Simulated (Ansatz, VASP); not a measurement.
# AlAs: VASP beside Ansatz

The input INCAR:

```
PREC = Accurate
ENCUT = 500
EDIFF = 1E-6
ISMEAR = -1
SIGMA = 0.02
LREAL = False
LASPH = True
NELM = 120
ALGO = Normal
ISIF = 2
LWAVE = False
LCHARG = False
GGA = PE
NBANDS = 11
GGA_COMPAT = False
```

Contents of KPOINTS:

```
Automatic mesh
0
Gamma
  8 8 8
```

File POSCAR:

```
AlAs
1.0
    0.0000000000      2.7821461449      2.7821461449
    2.7821461449      0.0000000000      2.7821461449
    2.7821461449      2.7821461449      0.0000000000
Al As
1 1
Direct
    0.0000000000      0.0000000000      0.0000000000
    0.2500000000      0.2500000000      0.2500000000
```

Input for Ansatz:

```yaml
crystal:
  lattice:
    - [0.0, 2.7821461449, 2.7821461449]
    - [2.7821461449, 0.0, 2.7821461449]
    - [2.7821461449, 2.7821461449, 0.0]
  atoms:
    - { symbol: Al, position: [0.0, 0.0, 0.0] }
    - { symbol: As, position: [0.25, 0.25, 0.25] }
kpoints:
  mp_grid: { grid: [8, 8, 8] }
  band_path:
    path:
      - [0.0, 0.0, 0.0]
      - [-0.5, -0.5, 0.0]
      - [-0.375, -0.375, 0.25]
      - [-0.375, 0.0, 0.375]
      - [0.0, 0.0, 0.5]
      - [-0.5, -0.25, 0.25]
      - [0.0, 0.5, 0.5]
    npoints: 1
hamiltonian:
  xc: pbe
scf:
  occupations: { method: fermi_dirac, width: 0.02 }
  n_extra_bands: 4
output:
  forces: true
  stress: true
  eigenvalues: true
```

Change from the starting cell: hydrostatic strain -2.0%.

Alike in both runs: task single point; functional PBE; k mesh 8 × 8 × 8; occupations fermi-dirac, width 0.02 eV; no spin polarisation.

|  | VASP | Ansatz |
| --- | --- | --- |
| version | VASP 6.6.1 | Ansatz 0.2.0 |
| potentials or method | VASP PAW PBE potentials, release 64 (Al, As) | plane waves, PAW |
| plane-wave cutoff (eV) | 500 | 420 |
| valence electrons in the cell | 8 | 18 |

|  | VASP | Ansatz | Ansatz less VASP |
| --- | --- | --- | --- |
| gap on the k mesh at the Fermi level (eV) | 1.34 | 1.35 | +0.012 |
| pressure (GPa) | 7.3 | 7.1 | -0.24 |

With one functional, cell and mesh, what is left measures potentials, basis and numerics. VASP's potentials hold 8 valence electrons a cell and Ansatz's 18, so a difference there can come from the potentials and not from the codes.
